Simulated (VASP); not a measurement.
# AlAs (F-43m) in VASP: a series of runs

The runs below take AlAs through single point, with PBE, r2SCAN, HSE06.

Everything below comes from runs of VASP 6.6.1. Logs are shortened: lines on timing, memory, paths and dates and some standing lists are left out, and cuts for length are marked.

## (1) The cell of the first run

Symmetry: F-43m, No. 216, cubic system. Conventional cell: a = 5.678 Å, b = 5.678 Å, c = 5.678 Å, α = 90.00°, β = 90.00°, γ = 90.00°. Within 3.2 Å of Al (site symmetry -43m) lie 4 As at 2.46 Å. As (site symmetry -43m) has 4 Al at 2.46 Å within 3.2 Å.

## (2) Single point, PBE

INCAR reads:

```
PREC     = Accurate       # precision mode
ENCUT    = 500            # plane-wave cutoff, eV
EDIFF    = 1E-6           # SCF threshold, eV
ISMEAR   = 0              # smearing method
SIGMA    = 0.01           # smearing width, eV
LREAL    = F              # projectors in reciprocal space
LASPH    = T              # aspherical terms in the spheres
NELM     = 120            # most SCF steps
ALGO     = Normal         # electronic algorithm
ISIF     = 2              # what is computed and relaxed
LWAVE    = F              # write WAVECAR
LCHARG   = F              # write CHGCAR
GGA      = PE             # functional
NBANDS   = 11             # bands
GGA_COMPAT= F
```

KPOINTS reads:

```
regular mesh
0
Gamma
  6 6 6
```

POSCAR reads:

```
AlAs
1.0
    0.0000000000      2.8389246376      2.8389246376
    2.8389246376      0.0000000000      2.8389246376
    2.8389246376      2.8389246376      0.0000000000
Al As
1 1
Direct
    0.0000000000      0.0000000000      0.0000000000
    0.2500000000      0.2500000000      0.2500000000
```

Potentials or basis: VASP PAW PBE potentials, release 64 (Al, As).

The run is started by

```bash
> cat potpaw_PBE.64/Al/POTCAR potpaw_PBE.64/As/POTCAR > POTCAR
> mpirun -np 1 vasp_std > vasp.out
```

OUTCAR:

```text
PREC = Accurate
   ENCUT = 500
   EDIFF = 1E-6
   ISMEAR = 0
   LREAL = F
   LASPH = T
   NELM = 120
   ISIF = 2
   GGA = PE

 ion  position               nearest neighbor table
   1  0.000  0.000  0.000-   2 2.46   2 2.46   2 2.46   2 2.46
   2  0.250  0.250  0.250-   1 2.46   1 2.46   1 2.46   1 2.46

  LATTYP: Found a face centered cubic cell.
 ALAT       =     5.6778492752

  Lattice vectors:

 A1 = (   0.0000000000,   2.8389246376,   2.8389246376)
 A2 = (   2.8389246376,   0.0000000000,   2.8389246376)
 A3 = (   2.8389246376,   2.8389246376,   0.0000000000)

Analysis of symmetry for initial positions (statically):
=====================================================================
 Subroutine PRICEL returns:
 Original cell was already a primitive cell.

 Routine SETGRP: Setting up the symmetry group for a
 face centered cubic supercell.

 Subroutine GETGRP returns: Found 24 space group operations
 (whereof 24 operations were pure point group operations)
 out of a pool of 48 trial point group operations.

The static configuration has the point symmetry T_d .

Analysis of symmetry for dynamics (positions and initial velocities):
=====================================================================
 Subroutine PRICEL returns:
 Original cell was already a primitive cell.

 Routine SETGRP: Setting up the symmetry group for a
 face centered cubic supercell.

 Subroutine GETGRP returns: Found 24 space group operations
 (whereof 24 operations were pure point group operations)
 out of a pool of 48 trial point group operations.

The dynamic configuration has the point symmetry T_d .

 Subroutine INISYM returns: Found 24 space group operations
 (whereof 24 operations are pure point group operations),
 and found     1 'primitive' translations

----------------------------------------------------------------------------------------

                                     Primitive cell

  volume of cell :      45.7606

  direct lattice vectors                    reciprocal lattice vectors
     0.000000000  2.838924638  2.838924638    -0.176123027  0.176123027  0.176123027
     2.838924638  0.000000000  2.838924638     0.176123027 -0.176123027  0.176123027
     2.838924638  2.838924638  0.000000000     0.176123027  0.176123027 -0.176123027

  length of vectors
     4.014845725  4.014845725  4.014845725     0.305054031  0.305054031  0.305054031

  position of ions in fractional coordinates (direct lattice)
     0.000000000  0.000000000  0.000000000
     0.250000000  0.250000000  0.250000000

  ion indices of the primitive-cell ions
   primitive index   ion index
                 1           1
                 2           2

----------------------------------------------------------------------------------------

 KPOINTS: regular mesh

Automatic generation of k-mesh.
 Grid dimensions read from file:
 generate k-points for:    6    6    6

 Generating k-lattice:

  Cartesian coordinates                     Fractional coordinates (reciprocal lattice)
    -0.029353838  0.029353838  0.029353838     0.166666667  0.000000000  0.000000000
     0.029353838 -0.029353838  0.029353838     0.000000000  0.166666667  0.000000000
     0.029353838  0.029353838 -0.029353838     0.000000000  0.000000000  0.166666667

  Length of vectors
     0.050842338  0.050842338  0.050842338

  Shift w.r.t. Gamma in fractional coordinates (k-lattice)
     0.000000000  0.000000000  0.000000000

 Subroutine IBZKPT returns following result:
 ===========================================

 Found     16 irreducible k-points:

 Following reciprocal coordinates:
            Coordinates               Weight
  0.000000  0.000000  0.000000      1.000000
  0.166667  0.000000  0.000000      8.000000
  0.333333  0.000000  0.000000      8.000000
  0.500000  0.000000  0.000000      4.000000
  0.166667  0.166667  0.000000      6.000000
  0.333333  0.166667  0.000000     24.000000
[... 8 lines left out ...]
 -0.333333  0.333333  0.166667     24.000000
 -0.333333  0.500000  0.166667     12.000000
   k-points           NKPTS =     16   k-points in BZ     NKDIM =     16   number of bands    NBANDS=     11
   number of dos      NEDOS =    301   number of ions     NIONS =      2
   total plane-waves  NPLWV =  27000
   dimension x,y,z NGX =    30 NGY =   30 NGZ =   30
   dimension x,y,z NGXF=    60 NGYF=   60 NGZF=   60
   ions per type =               1   1
   NGX,Y,Z   is equivalent  to a cutoff of  12.42, 12.42, 12.42 a.u.
   NGXF,Y,Z  is equivalent  to a cutoff of  24.84, 24.84, 24.84 a.u.
 SYSTEM =  unknown system
   PREC   = accura    normal or accurate (medium, high low for compatibility)
   ISTART =      0    job   : 0-new  1-cont  2-samecut
   ICHARG =      2    charge: 1-file 2-atom 10-const
   ISPIN  =      1    spin polarized calculation?
   LNONCOLLINEAR =      F non collinear calculations
   LSORBIT =      F    spin-orbit coupling
   LASPH  =      T    aspherical Exc in radial PAW
   ENCUT  =  500.0 eV  36.75 Ry    6.06 a.u.   7.32  7.32  7.32*2*pi/ulx,y,z
   NELM   =    120;   NELMIN=  2; NELMDL= -5     # of ELM steps
   EDIFF  = 0.1E-05   stopping-criterion for ELM
   LREAL  =      F    real-space projection
   EDIFFG = 0.1E-04   stopping-criterion for IOM
   NSW    =      0    number of steps for IOM
   IBRION =     -1    ionic relax: 0-MD 1-quasi-New 2-CG
   NFREE  =      0    steps in history (QN), initial steepest desc. (CG)
   ISIF   =      2    stress and relaxation
   ISYM   =      2    0-nonsym 1-usesym 2-fastsym
   POTIM  = 0.5000    time-step for ionic-motion
   TEBEG  =    0.0;   TEEND  =   0.0 temperature during run
   PSTRESS=    0.0 pullay stress
   NELECT =       8.0000    total number of electrons
   NUPDOWN=      -1.0000    fix difference up-down
   EMIN   =  10.00;   EMAX   =-10.00  energy-range for DOS
   EFERMI =   0.00;   METHOD = LEGACY
   ISMEAR =     0;   SIGMA  =   0.01  broadening in eV -4-tet -1-fermi 0-gaus
   EFERMI_NEDOS =   21; number of points for ismear=-14 and -15
   IALGO  =     38    algorithm
   IMIX   =      4    mixing-type and parameters
     AMIX     =   0.40;   BMIX     =  1.00
     AMIX_MAG =   1.60;   BMIX_MAG =  1.00
  volume/ion in A,a.u.               =      22.88       154.40
  Fermi-wavevector in a.u.,A,eV,Ry     =   0.915393  1.729842 11.400927  0.837945
  Thomas-Fermi vector in A             =   2.040129
   LORBIT       =      0    0 simple, 1 ext, 2 COOP (PROOUT), +10 PAW based schemes
   GGA     = PE    functional components
   LHFCALC =     F    Hartree Fock is set to
   AEXX    =    0.0000 exact exchange contribution
   IVDW    =     0    specifies the selected vdW correction
   LEPSILON=     F    determine dielectric tensor
   LRPA    =     F    only Hartree local field effects (RPA)
 non-spin polarized calculation
 Gauss-broadening in eV      SIGMA  =   0.01
  energy-cutoff  :      500.00
  volume of cell :       45.76
 maximum number of plane-waves:      1211
 NGX is ok and might be reduce to    30
   NGX = 15   NGY = 15   NGZ = 15

 number of electron       7.9999999 magnetization

 Free energy of the ion-electron system (eV)
  ---------------------------------------------------
  ext. energy  EPLUGINS =         0.00000000
  ---------------------------------------------------
  free energy    TOTEN  =        -9.36914575 eV

  energy without entropy =       -9.36914575  energy(sigma->0) =       -9.36914575

 E-fermi :   3.9197     XC(G=0):  -9.0039

 val. band max:        3.8182322107   @ k =   0.0000   0.0000   0.0000
 cond. band min:       5.2653041312   @ k =   0.5000   0.5000   0.0000
 fundamental gap:      1.4470719204
 Fermi energy:         3.9196586621

 k-point     1 :       0.0000    0.0000    0.0000
  band No.  band energies     occupation
      1      -7.9962      2.00000
      2       3.8182      2.00000
      3       3.8182      2.00000
      4       3.8182      2.00000
      5       5.8067      0.00000
      6       8.0863      0.00000
      7       8.0863      0.00000
      8       8.0863      0.00000
      9      12.6382      0.00000
     10      12.8086      0.00000
     11      12.8086      0.00000

 k-point     2 :       0.1667    0.0000    0.0000
  band No.  band energies     occupation
      1      -7.7310      2.00000
      2       1.7271      2.00000
      3       3.5571      2.00000
      4       3.5571      2.00000
      5       6.5970      0.00000
      6       8.5198      0.00000
      7       8.5198      0.00000
      8       8.9720      0.00000
      9      12.0344      0.00000
     10      12.0344      0.00000
     11      13.5202      0.00000

 k-point     3 :       0.3333    0.0000    0.0000
  band No.  band energies     occupation
      1      -7.0606      2.00000
      2      -0.6489      2.00000
      3       3.1592      2.00000
      4       3.1592      2.00000
      5       6.1508      0.00000
      6       8.6647      0.00000
      7       8.6647      0.00000
      8      11.2764      0.00000
      9      12.8345      0.00000
     10      12.8345      0.00000
     11      13.1422      0.00000

 k-point     4 :       0.5000    0.0000    0.0000
  band No.  band energies     occupation
      1      -6.5950      2.00000
      2      -1.7162      2.00000
      3       2.9986      2.00000
      4       2.9986      2.00000
      5       5.9256      0.00000
      6       8.4881      0.00000
      7       8.4881      0.00000
      8      11.5497      0.00000
      9      14.9391      0.00000
     10      15.3346      0.00000
     11      15.3346      0.00000
[... 127 lines left out ...]
 k-point    14 :       0.5000    0.3333    0.1667
  band No.  band energies     occupation
      1      -6.5418      2.00000
      2      -0.8015      2.00000
      3       1.1224      2.00000
      4       2.1857      2.00000
      5       7.4783      0.00000
      6       8.3339      0.00000
      7       8.9550      0.00000
      8      11.6951      0.00000
      9      13.0365      0.00000
     10      14.4680      0.00000
     11      16.7676      0.00000

 k-point    15 :      -0.3333    0.3333    0.1667
  band No.  band energies     occupation
      1      -6.1873      2.00000
      2      -1.2804      2.00000
      3       0.6743      2.00000
      4       1.8104      2.00000
      5       7.7407      0.00000
      6       8.3814      0.00000
      7      10.4861      0.00000
      8      11.1967      0.00000
      9      12.1232      0.00000
     10      15.2490      0.00000
     11      16.5228      0.00000

 k-point    16 :      -0.3333    0.5000    0.1667
  band No.  band energies     occupation
      1      -6.0289      2.00000
      2      -1.3525      2.00000
      3       0.9110      2.00000
      4       1.1551      2.00000
      5       6.9874      0.00000
      6       7.9128      0.00000
      7      10.9033      0.00000
      8      11.5990      0.00000
      9      14.3482      0.00000
     10      16.0435      0.00000
     11      16.3246      0.00000

------------------------ aborting loop because EDIFF is reached ----------------------------------------

  FORCE on cell =-STRESS in cart. coord.  units (eV):
  Direction    XX          YY          ZZ          XY          YZ          ZX
  --------------------------------------------------------------------------------------
  -------------------------------------------------------------------------------------
  Total        0.5965567      0.5965567      0.5965567     -0.0000000      0.0000000      0.0000000
  in kB       20.8867436     20.8867436     20.8867436     -0.0000000      0.0000000      0.0000000
  external PRESSURE =      20.8867436 kB  Pullay stress =       0.0000000 kB

 VOLUME and BASIS-vectors are now :
 -----------------------------------------------------------------------------
  energy-cutoff  :      500.00
  volume of cell :       45.76
      direct lattice vectors                 reciprocal lattice vectors
     0.000000000  2.838924638  2.838924638    -0.176123027  0.176123027  0.176123027
     2.838924638  0.000000000  2.838924638     0.176123027 -0.176123027  0.176123027
     2.838924638  2.838924638  0.000000000     0.176123027  0.176123027 -0.176123027

 POSITION                                       TOTAL-FORCE (eV/Angst)
 -----------------------------------------------------------------------------------
      0.00000      0.00000      0.00000        -0.000000      0.000000      0.000000
      1.41946      1.41946      1.41946         0.000000     -0.000000     -0.000000
 -----------------------------------------------------------------------------------
    total drift:                               -0.000000     -0.000000     -0.000000

  FREE ENERGIE OF THE ION-ELECTRON SYSTEM (eV)
  ---------------------------------------------------
  free  energy   TOTEN  =        -9.3691457454 eV

  energy  without entropy=       -9.3691457454  energy(sigma->0) =       -9.36914575
```

Run time: 18 s. Hardware: 1 thread of AMD EPYC 7R13, shared host; peak memory 0.13 GiB.

Results:

* Free energy: -9.3691 eV
* Pressure: 2.1 GPa
* Band gap on the k mesh: 1.45 eV (least direct gap 1.99 eV)

A k mesh can miss the band edges.

(Continued in part 2 of 3.)
